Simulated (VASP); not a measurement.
Tc:

```
Tc
1.0
     0.00000    1.92500    1.92500
     1.92500    0.00000    1.92500
     1.92500    1.92500    0.00000
Tc
1
Direct
  0.00000 0.00000 0.00000
```

This isn't the form of Tc at room conditions, which is hcp.

```yaml
Program: VASP 6.6.1
Task: relaxation of cell and atoms
Functional: PBEsol
Potentials_or_basis: VASP PAW PBE potentials, release 64 (Tc_pv)
Cutoff: 500 eV
k_mesh: 8 × 8 × 8
Occupations: fermi-dirac, width 0.1 eV
Spin: no spin polarisation
```

At the start: pressure -4.5 GPa; volume 14.27 Å³/atom.

Question: Where does the relaxation end?

Answer: Over 3 steps the energy falls by 2.8 meV/atom and the volume is 14.07 Å³/atom (-1.4 %); space group Fm-3m (No. 225, to 0.1 Å) before and after.

The path:
```csv
step,energy change (eV),largest force (eV/Å),pressure (GPa),volume (Å³)
1,0.0000,0.0000,-4.46,14.27
2,0.0262,0.0000,16.03,13.46
3,-0.0028,0.0000,-0.09,14.07
```

Final structure:
```xyz
1
Lattice="0.0000 1.9162 1.9162 1.9162 0.0000 1.9162 1.9162 1.9162 0.0000" Properties=species:S:1:pos:R:3 pbc="T T T"
Tc    0.0000    0.0000    0.0000
```

Caveat: the PAW data sets were made with another functional, which shifts forces and pressure a little.
